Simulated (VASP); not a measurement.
Bi2Te3, 5 atoms in the cell. The structure is cubic, space group Pm-3m (No. 221). The conventional cell has a = 5.857 Å, b = 5.857 Å, c = 5.857 Å, α = 90.00°, β = 90.00°, γ = 90.00°. Bi (site symmetry m-3m) has 12 Te at 4.14 Å and 8 Bi at 5.07 Å within 5.4 Å. Within 3.9 Å of Bi (site symmetry m-3m) lie 6 Te at 2.93 Å. Within 3.9 Å of Te (site symmetry 4/mmm) lie 2 Bi at 2.93 Å. The cell was generated, and may not be a known phase.

```yaml
Program: VASP 6.6.1
Task: single point
Functional: PBE
Potentials_or_basis: VASP PAW PBE potentials, release 64 (Bi_d, Te)
Cutoff: 520 eV
k_mesh: 6 × 6 × 6
Occupations: gaussian, width 0.1 eV
Spin: no spin polarisation
Dipole_correction: no
Further_INCAR_settings: ALGO = Normal; EDIFF = 1e-07; NBANDS = 32
```

Potentials or basis: VASP PAW PBE potentials, release 64 (Bi_d, Te).

Command:

```bash
$ cat potpaw_PBE.64/Bi_d/POTCAR potpaw_PBE.64/Te/POTCAR > POTCAR
$ mpirun -np 1 vasp_std > vasp.out
```

Hardware: 1 thread of Intel(R) Xeon(R) 6975P-C (Granite Rapids), with other jobs on the host.

Q: How long does it take, and how much memory?

A: It took 71 s on 1 thread of Intel(R) Xeon(R) 6975P-C (Granite Rapids), with other jobs on the host, peak memory 0.37 GiB. Counts: scf iterations 15, k points 20.
